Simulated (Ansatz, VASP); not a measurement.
## One calculation of CaB2, two programs

The input INCAR:

```
ALGO = Normal
EDIFF = 1E-7
EDIFFG = -0.04
ENCUT = 600
GGA = PE
IBRION = 2
ISIF = 3
ISMEAR = 0
LASPH = T
LCHARG = F
LREAL = F
LWAVE = F
NELM = 80
NSW = 90
PREC = Accurate
SIGMA = 0.1
```

File KPOINTS:

```
k-points
0
Gamma
  6 6 6
```

Contents of POSCAR:

```
CaB2
1.0
    1.3828728339      0.7984020029      5.3542742964
   -1.3828728339      0.7984020029      5.3542742964
    0.0000000000     -1.5968040058      5.3542742964
Ca B
1 2
Direct
    0.0000000000      0.0000000000      0.0000000000
    0.7484000000      0.7484000000      0.7484000000
    0.5849000000      0.5849000000      0.5849000000
```

Input for Ansatz:

```yaml
crystal:
  lattice:
    - [1.3828728339, 0.7984020029, 5.3542742964]
    - [-1.3828728339, 0.7984020029, 5.3542742964]
    - [0.0, -1.5968040058, 5.3542742964]
  atoms:
    - { symbol: Ca, position: [0.0, 0.0, 0.0] }
    - { symbol: B, position: [0.7484, 0.7484, 0.7484] }
    - { symbol: B, position: [0.5849, 0.5849, 0.5849] }
basis:
  ecutwfc: 420
kpoints:
  mp_grid: { grid: [6, 6, 6] }
hamiltonian:
  xc: pbe
scf:
  occupations: { method: gaussian, width: 0.1 }
  lower_state_search: "off"
output:
  forces: true
  stress: true
  eigenvalues: true
relax:
  adjacent_minimum: "off"
  f_tol: 0.04
  max_steps: 70
  cell: { stress_tol: 0.4 }
```

Alike in both runs: task relaxation of cell and atoms; functional PBE; k mesh 6 × 6 × 6; occupations gaussian, width 0.1 eV; no spin polarisation.

|  | VASP | Ansatz |
| --- | --- | --- |
| version | VASP 6.6.1 | Ansatz 0.2.0 |
| potentials or method | VASP PAW PBE potentials, release 64 (Ca_sv, B), cutoff 600 eV | scalar-relativistic, plane waves, PAW |
| valence electrons in the cell | 16 | 16 |

```csv
,VASP,Ansatz,Ansatz less VASP
"gap on the k mesh at the Fermi level, each at its own relaxed structure (eV)",none,none,-
relaxed volume (Å³/atom),13.12,13.10,-0.025
relaxed cell length with the largest relative difference (Å),4.747,4.739,-0.0074
```

A gap of «none» marks a metal or a gap that the smearing closes.

The k mesh is coarse, so the values compare programs but aren't converged.
